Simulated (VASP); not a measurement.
# Cd49Se47 (a cell with a defect) in VASP: single point with PBEsol

Aim: the single point of Cd49Se47 (a cell with a defect) with PBEsol.

All numbers are computed with VASP 6.6.1; they aren't measurements. Logs are shortened: lines on timing, memory, paths and dates and some standing lists are left out, and cuts for length are marked.

### 1 The cell of the first run

The cell holds a defect, 96 atoms: a = 12.907 Å, b = 14.903 Å, c = 14.042 Å, α = 90.00°, β = 90.00°, γ = 90.00°.

### 2 Single point, PBEsol

INCAR reads:

```
SYSTEM = Cd49Se47
PREC     = Accurate       ! precision mode
ENCUT    = 400            ! plane-wave cutoff, eV
EDIFF    = 1E-6           ! SCF threshold, eV
ISMEAR   = -1             ! smearing method
SIGMA    = 0.05           ! smearing width, eV
LREAL    = Auto         
LASPH    = .True.         ! aspherical terms in the spheres
NELM     = 120            ! most SCF steps
ALGO     = Normal         ! electronic algorithm
ISIF     = 2              ! what is computed and relaxed
LWAVE    = .False.        ! write WAVECAR
LCHARG   = .False.        ! write CHGCAR
GGA      = PS             ! functional
NBANDS   = 489            ! bands
NELECT   = 872.0        
ISYM     = -1           
GGA_COMPAT= .False.      
KPAR     = 1
```

KPOINTS reads:

```
explicit points
1
Reciprocal
  0.25000000   0.25000000   0.25000000 1
```

POSCAR reads:

```
Cd49Se47
1.0
   12.9066740000      0.0000000000      0.0000000000
    0.0000000000     14.9033430000      0.0000000000
    0.0000000000      0.0000000000     14.0415350000
Cd Se
49 47
Direct
    0.9995200000      0.1677480000      0.0008990000
    0.0010690000      0.1681690000      0.5014350000
    0.3327550000      0.1670090000      0.0038470000
    0.3352900000      0.1677420000      0.4994760000
    0.1666700000      0.4194140000      0.9992830000
    0.1788330000      0.4151980000      0.4996290000
    0.0007170000      0.6664720000      0.9978860000
    0.0073530000      0.6659420000      0.5009330000
    0.6658340000      0.1658930000      0.0031360000
    0.6731180000      0.1555190000      0.5048230000
    0.4985270000      0.4215540000      0.0095300000
    0.5254500000      0.3988850000      0.5152510000
    0.3280630000      0.6694590000      0.9882920000
    0.3488490000      0.6706180000      0.4356990000
    0.1673310000      0.9164300000      0.9944590000
    0.1611580000      0.9201170000      0.5008590000
    0.8343640000      0.4167320000      0.0050290000
    0.8396020000      0.4160500000      0.5010750000
    0.6595250000      0.6656680000      0.0035630000
    0.6815760000      0.6612550000      0.5168090000
    0.4970290000      0.9160070000      0.9982500000
    0.5049060000      0.9141930000      0.4986540000
    0.8328640000      0.9167870000      0.0036680000
    0.8324780000      0.9108160000      0.4993360000
    0.1626700000      0.0894290000      0.2503860000
    0.1677940000      0.0811210000      0.7501550000
    0.9983170000      0.3370990000      0.2528980000
    0.0027320000      0.3339030000      0.7504950000
    0.4981650000      0.0838440000      0.2519140000
    0.4996710000      0.0813110000      0.7515110000
    0.3362460000      0.3385890000      0.2531490000
    0.3325430000      0.3292350000      0.7562780000
    0.1520550000      0.5838740000      0.2485510000
    0.1804160000      0.5863380000      0.7371040000
    0.9972580000      0.8352590000      0.2481010000
    0.0007670000      0.8312750000      0.7492700000
    0.8287320000      0.0864330000      0.2517930000
    0.8351320000      0.0815890000      0.7518690000
    0.6583810000      0.3396430000      0.2520660000
    0.6719860000      0.3309170000      0.7601700000
    0.4586240000      0.6075610000      0.2632010000
    0.4954690000      0.5825770000      0.7435550000
    0.3251740000      0.8448310000      0.2458700000
    0.3369730000      0.8224620000      0.7359960000
    0.8193550000      0.5871520000      0.2502170000
    0.8388830000      0.5804050000      0.7569030000
    0.6627240000      0.8300930000      0.2510880000
    0.6682990000      0.8345430000      0.7546110000
    0.5225460000      0.5639000000      0.4448090000
    0.9948740000      0.1708040000      0.1885920000
    0.0011440000      0.1662210000      0.6896000000
    0.3324660000      0.1707540000      0.1914560000
    0.3339600000      0.1646370000      0.6882950000
    0.1658500000      0.4176960000      0.1874110000
    0.1706170000      0.4151460000      0.6878190000
    0.9872510000      0.6687670000      0.1856610000
    0.0033820000      0.6641980000      0.6884170000
    0.6625000000      0.1711840000      0.1906220000
    0.6678760000      0.1651470000      0.6923260000
    0.4960300000      0.4346950000      0.1979320000
    0.5027290000      0.4095820000      0.7006030000
    0.3037140000      0.6814550000      0.1727990000
    0.3416310000      0.6630390000      0.6558590000
    0.1581460000      0.9246830000      0.1824450000
    0.1682920000      0.9141120000      0.6879110000
    0.8299110000      0.4189670000      0.1922900000
    0.8346180000      0.4155680000      0.6899710000
    0.6461470000      0.6634850000      0.1923070000
    0.6714140000      0.6658760000      0.7014510000
    0.4983390000      0.9182040000      0.1862850000
    0.5029800000      0.9153470000      0.6868080000
    0.8277150000      0.9184220000      0.1909830000
    0.8344440000      0.9154080000      0.6878670000
    0.1673890000      0.0859360000      0.4378900000
    0.1663660000      0.0850760000      0.9380290000
    0.0084110000      0.3346830000      0.4402180000
    0.9997030000      0.3345440000      0.9386750000
    0.5024790000      0.0817110000      0.4396490000
    0.4987900000      0.0838210000      0.9393310000
    0.3474400000      0.3346150000      0.4409720000
    0.3344570000      0.3342570000      0.9439780000
    0.1703080000      0.5820430000      0.4348670000
    0.1636290000      0.5830660000      0.9269950000
    0.0007740000      0.8310370000      0.4360480000
    0.9981840000      0.8336740000      0.9372650000
    0.8398110000      0.0772970000      0.4388440000
    0.8327160000      0.0832130000      0.9399860000
    0.6846060000      0.3187920000      0.4374810000
    0.6651170000      0.3345700000      0.9472500000
    0.4953250000      0.5838850000      0.9335810000
    0.3305690000      0.8452610000      0.4333210000
    0.3327360000      0.8354870000      0.9256900000
    0.8417150000      0.5819260000      0.4376430000
    0.8299120000      0.5836940000      0.9440170000
    0.6673080000      0.8244970000      0.4395550000
    0.6660150000      0.8330200000      0.9421920000
```

Potentials or basis: VASP PAW PBE potentials, release 64 (Cd, Se).

Started as:

```sh
cat potpaw_PBE.64/Cd/POTCAR potpaw_PBE.64/Se/POTCAR > POTCAR
mpirun -np 4 vasp_std > vasp.out
```

OUTCAR:

```text
SYSTEM = Cd49Se47
   PREC = Accurate
   ENCUT = 400
   EDIFF = 1E-6
   ISMEAR = -1
   LREAL = Auto
   LASPH = .True.
   NELM = 120
   ISIF = 2
   GGA = PS
   NELECT = 872.0
   ISYM = -1

 ion  position               nearest neighbor table
   1  1.000  0.168  0.001-  75 2.63  77 2.63  50 2.64  87 2.64
   2  0.001  0.168  0.501-  74 2.63  76 2.63  86 2.63  51 2.64
   3  0.333  0.167  0.004-  81 2.63  52 2.63  79 2.64  75 2.64
   4  0.335  0.168  0.499-  80 2.62  74 2.63  78 2.65  53 2.65
   5  0.167  0.419  0.999-  81 2.63  77 2.64  54 2.64  83 2.64
   6  0.179  0.415  0.500-  80 2.62  76 2.64  55 2.64  82 2.65
   7  0.001  0.666  0.998-  85 2.63  94 2.64  83 2.64  56 2.64
   8  0.007  0.666  0.501-  82 2.62  84 2.63  93 2.63  57 2.63
   9  0.666  0.166  0.003-  89 2.63  58 2.63  87 2.64  79 2.64
  10  0.673  0.156  0.505-  88 2.61  86 2.62  78 2.63  59 2.64
  11  0.499  0.422  0.010-  90 2.64  81 2.65  60 2.65  89 2.66
  12  0.525  0.399  0.515-  88 2.61  61 2.62  49 2.65  80 2.70
  13  0.328  0.669  0.988-  62 2.62  90 2.62  92 2.63  83 2.63
  14  0.349  0.671  0.436-  91 2.61  82 2.66  49 2.75  41 2.96  63 3.09  43 3.73
  15  0.167  0.916  0.994-  85 2.63  75 2.64  92 2.64  64 2.65
  16  0.161  0.920  0.501-  84 2.62  74 2.63  65 2.63  91 2.63
  17  0.834  0.417  0.005-  66 2.63  77 2.63  94 2.63  89 2.63
  18  0.840  0.416  0.501-  88 2.63  93 2.63  76 2.64  67 2.65
  19  0.660  0.666  0.004-  90 2.63  96 2.64  94 2.65  68 2.66
  20  0.682  0.661  0.517-  69 2.60  93 2.63  95 2.67  49 2.71
[... 18 lines left out ...]
  39  0.658  0.340  0.252-  60 2.64  88 2.64  66 2.65  58 2.66
  40  0.672  0.331  0.760-  61 2.62  89 2.63  67 2.64  59 2.65
  41  0.459  0.608  0.263-  62 2.61  68 2.75  49 2.76  60 2.78  14 2.96
  42  0.495  0.583  0.744-  63 2.63  61 2.65  69 2.65  90 2.67
  43  0.325  0.845  0.246-  64 2.62  70 2.63  91 2.63  62 2.66  14 3.73
  44  0.337  0.822  0.736-  63 2.63  71 2.64  65 2.66  92 2.67
  45  0.819  0.587  0.250-  68 2.64  66 2.64  56 2.65  93 2.65
  46  0.839  0.580  0.757-  69 2.63  94 2.63  67 2.63  57 2.64
  47  0.663  0.830  0.251-  68 2.63  72 2.64  95 2.65  70 2.66
  48  0.668  0.835  0.755-  69 2.62  71 2.63  73 2.63  96 2.63
  49  0.523  0.564  0.445-  12 2.65  20 2.71  14 2.75  41 2.76
[... 45 lines left out ...]
  95  0.667  0.824  0.440-  22 2.62  24 2.63  47 2.65  20 2.67
  96  0.666  0.833  0.942-  21 2.63  48 2.63  23 2.63  19 2.64

IMPORTANT INFORMATION: All symmetrisations will be switched off!
NOSYMM: (Re-)initialisation of all symmetry stuff for point group C_1.

----------------------------------------------------------------------------------------

                                     Primitive cell

  volume of cell :    2700.9256

  direct lattice vectors                    reciprocal lattice vectors
    12.906674000  0.000000000  0.000000000     0.077479295  0.000000000  0.000000000
     0.000000000 14.903343000  0.000000000     0.000000000  0.067099039  0.000000000
     0.000000000  0.000000000 14.041535000     0.000000000  0.000000000  0.071217285

  length of vectors
    12.906674000 14.903343000 14.041535000     0.077479295  0.067099039  0.071217285

  position of ions in fractional coordinates (direct lattice)
     0.999520000  0.167748000  0.000899000
     0.001069000  0.168169000  0.501435000
     0.332755000  0.167009000  0.003847000
     0.335290000  0.167742000  0.499476000
     0.166670000  0.419414000  0.999283000
     0.178833000  0.415198000  0.499629000
[... 88 lines left out ...]
     0.667308000  0.824497000  0.439555000
     0.666015000  0.833020000  0.942192000

  ion indices of the primitive-cell ions
   primitive index   ion index
                 1           1
                 2           2
                 3           3
                 4           4
                 5           5
                 6           6
[... 88 lines left out ...]
                95          95
                96          96

----------------------------------------------------------------------------------------

 KPOINTS: explicit points

Read explicit list of k-points.

 Found      1 k-points:

 Following reciprocal coordinates:
            Coordinates               Weight
  0.250000  0.250000  0.250000      1.000000
   k-points           NKPTS =      1   k-points in BZ     NKDIM =      1   number of bands    NBANDS=    492
   number of dos      NEDOS =    301   number of ions     NIONS =     96
   total plane-waves  NPLWV = 790272
   dimension x,y,z NGX =    84 NGY =   98 NGZ =   96
   dimension x,y,z NGXF=   168 NGYF=  196 NGZF=  192
   ions per type =              49  47
   NGX,Y,Z   is equivalent  to a cutoff of  10.82, 10.93, 11.37 a.u.
   NGXF,Y,Z  is equivalent  to a cutoff of  21.64, 21.86, 22.73 a.u.
 SYSTEM =  Cd49Se47
   PREC   = accura    normal or accurate (medium, high low for compatibility)
   ISTART =      0    job   : 0-new  1-cont  2-samecut
   ICHARG =      2    charge: 1-file 2-atom 10-const
   ISPIN  =      1    spin polarized calculation?
   LNONCOLLINEAR =      F non collinear calculations
   LSORBIT =      F    spin-orbit coupling
   LASPH  =      T    aspherical Exc in radial PAW
   ENCUT  =  400.0 eV  29.40 Ry    5.42 a.u.  21.05 24.30 22.90*2*pi/ulx,y,z
   NELM   =    120;   NELMIN=  2; NELMDL= -5     # of ELM steps
   EDIFF  = 0.1E-05   stopping-criterion for ELM
   LREAL  =      T    real-space projection
   EDIFFG = 0.1E-04   stopping-criterion for IOM
   NSW    =      0    number of steps for IOM
   IBRION =     -1    ionic relax: 0-MD 1-quasi-New 2-CG
   NFREE  =      0    steps in history (QN), initial steepest desc. (CG)
   ISIF   =      2    stress and relaxation
   ISYM   =     -1    0-nonsym 1-usesym 2-fastsym
   POTIM  = 0.5000    time-step for ionic-motion
   TEBEG  =    0.0;   TEEND  =   0.0 temperature during run
   PSTRESS=    0.0 pullay stress
   NELECT =     872.0000    total number of electrons
   NUPDOWN=      -1.0000    fix difference up-down
   EMIN   =  10.00;   EMAX   =-10.00  energy-range for DOS
   EFERMI =   0.00;   METHOD = LEGACY
   ISMEAR =    -1;   SIGMA  =   0.05  broadening in eV -4-tet -1-fermi 0-gaus
   EFERMI_NEDOS =   21; number of points for ismear=-14 and -15
   IALGO  =     38    algorithm
   IMIX   =      4    mixing-type and parameters
     AMIX     =   0.40;   BMIX     =  1.00
     AMIX_MAG =   1.60;   BMIX_MAG =  1.00
  volume/ion in A,a.u.               =      28.13       189.86
  Fermi-wavevector in a.u.,A,eV,Ry     =   1.123077  2.122307 17.161048  1.261301
  Thomas-Fermi vector in A             =   2.259741
   LORBIT       =      0    0 simple, 1 ext, 2 COOP (PROOUT), +10 PAW based schemes
   GGA     = PS    functional components
   LHFCALC =     F    Hartree Fock is set to
   AEXX    =    0.0000 exact exchange contribution
   IVDW    =     0    specifies the selected vdW correction
   LEPSILON=     F    determine dielectric tensor
   LRPA    =     F    only Hartree local field effects (RPA)
 non-spin polarized calculation
  energy-cutoff  :      400.00
  volume of cell :     2700.93
 maximum number of plane-waves:     49072
 NGX is ok and might be reduce to    84
   NGX = 43   NGY = 49   NGZ = 45

 number of electron     871.9999965 magnetization

 Free energy of the ion-electron system (eV)
  ---------------------------------------------------
  ext. energy  EPLUGINS =         0.00000000
  ---------------------------------------------------
  free energy    TOTEN  =      -285.98685409 eV

  energy without entropy =     -285.96937099  energy(sigma->0) =     -285.97811254

 E-fermi :   2.3883     XC(G=0):  -9.1334

 val. band max:        2.1854302886   @ k =   0.2500   0.2500   0.2500
 cond. band min:       2.5930043763   @ k =   0.2500   0.2500   0.2500
 fundamental gap:      0.4075740878
 Fermi energy:         2.3883065226

 k-point     1 :       0.2500    0.2500    0.2500
  band No.  band energies     occupation
      1     -11.7897      2.00000
      2     -11.7011      2.00000
      3     -11.6855      2.00000
      4     -11.6730      2.00000
      5     -11.6085      2.00000
      6     -11.5998      2.00000
[... 440 lines left out ...]
    447       3.6350      0.00000
    448       3.6714      0.00000
 [bands above 448 left out]

------------------------ aborting loop because EDIFF is reached ----------------------------------------

  FORCE on cell =-STRESS in cart. coord.  units (eV):
  Direction    XX          YY          ZZ          XY          YZ          ZX
  --------------------------------------------------------------------------------------
  -------------------------------------------------------------------------------------
  Total       16.3796449     17.9952703     16.1749572     -1.0422818     -2.4423533      3.6323268
  in kB        9.7163341     10.6747161      9.5949142     -0.6182770     -1.4487933      2.1546805
  external PRESSURE =       9.9953215 kB  Pullay stress =       0.0000000 kB

 VOLUME and BASIS-vectors are now :
 -----------------------------------------------------------------------------
  energy-cutoff  :      400.00
  volume of cell :     2700.93
      direct lattice vectors                 reciprocal lattice vectors
    12.906674000  0.000000000  0.000000000     0.077479295  0.000000000  0.000000000
     0.000000000 14.903343000  0.000000000     0.000000000  0.067099039  0.000000000
     0.000000000  0.000000000 14.041535000     0.000000000  0.000000000  0.071217285

 POSITION                                       TOTAL-FORCE (eV/Angst)
 -----------------------------------------------------------------------------------
     12.90048      2.50001      0.01262         0.000388     -0.000164      0.000292
      0.01380      2.50628      7.04092        -0.000658      0.004678      0.001878
      4.29476      2.48899      0.05402        -0.001269     -0.000893      0.002222
      4.32748      2.49992      7.01341         0.000755     -0.000579      0.002182
      2.15116      6.25067     14.03147        -0.000602     -0.000189      0.002416
      2.30814      6.18784      7.01556        -0.000278      0.002085     -0.001912
[... 88 lines left out ...]
      8.61273     12.28776      6.17203        -0.002090     -0.002363     -0.002975
      8.59604     12.41478     13.22982        -0.004021     -0.001882     -0.001110
 -----------------------------------------------------------------------------------
    total drift:                                0.016435      0.016355     -0.031003

  FREE ENERGIE OF THE ION-ELECTRON SYSTEM (eV)
  ---------------------------------------------------
  free  energy   TOTEN  =      -285.9868540890 eV

  energy  without entropy=     -285.9693709928  energy(sigma->0) =     -285.97811254
```

Wall time 9.1 min (4 MPI ranks of Intel Xeon Platinum 8259CL at 2.50GHz (Skylake/Cascade Lake), shared host); peak memory 0.68 GiB.

What came out:

```yaml
Free_energy: -285.9869 eV
Largest_force: 0.032 eV/Å
```

Forces on the atoms (eV/Å):
```
Cd   0.000  0.000  0.000
Cd  -0.001  0.005  0.002
Cd  -0.001 -0.001  0.002
Cd   0.001 -0.001  0.002
Cd  -0.001  0.000  0.002
Cd   0.000  0.002 -0.002
Cd   0.001  0.001  0.003
Cd  -0.002 -0.007 -0.003
Cd  -0.002  0.001  0.002
Cd   0.002 -0.002  0.004
Cd   0.002 -0.003  0.004
Cd  -0.006  0.002  0.000
Cd   0.004  0.000 -0.006
Cd   0.005 -0.005  0.005
Cd   0.000 -0.006  0.003
Cd  -0.003 -0.001  0.001
Cd   0.002 -0.003  0.001
Cd  -0.005  0.004  0.003
Cd   0.003  0.000  0.005
Cd  -0.012  0.003 -0.009
Cd   0.000  0.000  0.002
Cd   0.001 -0.001  0.001
Cd   0.002 -0.003 -0.001
Cd   0.000 -0.001  0.001
Cd   0.001  0.000  0.000
Cd  -0.001  0.000  0.001
Cd  -0.001  0.001 -0.001
Cd   0.003  0.001  0.002
Cd  -0.003 -0.001  0.001
Cd  -0.001 -0.002 -0.001
Cd  -0.002  0.002  0.000
Cd  -0.003  0.001  0.006
Cd   0.003 -0.001  0.001
Cd  -0.004 -0.002  0.008
Cd   0.001  0.001  0.000
Cd   0.001 -0.002 -0.001
Cd   0.002 -0.002 -0.001
Cd   0.003  0.000  0.002
Cd  -0.005  0.000 -0.001
Cd   0.001 -0.003  0.001
Cd   0.013 -0.003 -0.007
Cd   0.008 -0.006  0.004
Cd   0.002 -0.006  0.001
Cd  -0.003  0.002  0.006
Cd  -0.001  0.001  0.004
Cd   0.005  0.000 -0.002
Cd   0.000  0.003 -0.001
Cd   0.000 -0.002  0.003
Cd   0.008  0.001  0.011
Se  -0.007 -0.003 -0.005
Se   0.003 -0.005  0.000
Se  -0.002 -0.004 -0.004
Se  -0.005 -0.010 -0.006
Se   0.017  0.000  0.001
Se   0.004 -0.008 -0.001
Se  -0.015 -0.005 -0.001
Se  -0.004  0.005  0.003
Se  -0.005  0.008 -0.004
Se  -0.004  0.001 -0.004
Se  -0.001  0.022  0.004
Se  -0.002  0.002  0.007
Se  -0.014  0.016 -0.003
Se   0.003  0.001 -0.032
Se  -0.011  0.011 -0.008
Se   0.011 -0.002  0.003
Se   0.000  0.002 -0.001
Se   0.002  0.002 -0.006
Se  -0.008 -0.006 -0.007
Se  -0.003 -0.006  0.010
Se   0.014 -0.002 -0.004
Se   0.008 -0.001  0.008
Se   0.001  0.002  0.000
Se   0.002 -0.001 -0.003
Se   0.010  0.005  0.000
Se  -0.008  0.001  0.000
Se   0.000 -0.003  0.000
Se   0.001  0.002 -0.005
Se  -0.012  0.001  0.004
Se  -0.001  0.002  0.006
Se   0.006  0.001 -0.003
Se   0.005  0.003  0.002
Se  -0.001 -0.002  0.007
Se  -0.007  0.003 -0.015
Se   0.005  0.005  0.003
Se  -0.013 -0.005  0.005
Se   0.004 -0.001 -0.002
Se   0.003 -0.005 -0.003
Se   0.007  0.000 -0.004
Se  -0.002  0.000  0.004
Se  -0.004 -0.004 -0.005
Se  -0.003  0.007  0.008
Se   0.006  0.006 -0.009
Se   0.015  0.000 -0.003
Se  -0.005  0.003  0.008
Se  -0.002 -0.002 -0.003
Se  -0.004 -0.002 -0.001
```

Caveat: the cell carries a net charge on a neutralising background, which shifts energy and pressure; the cell is charged against a uniform background, so pressure and absolute levels hang on convention; the PAW data sets were made with another functional, which shifts forces and pressure a little.
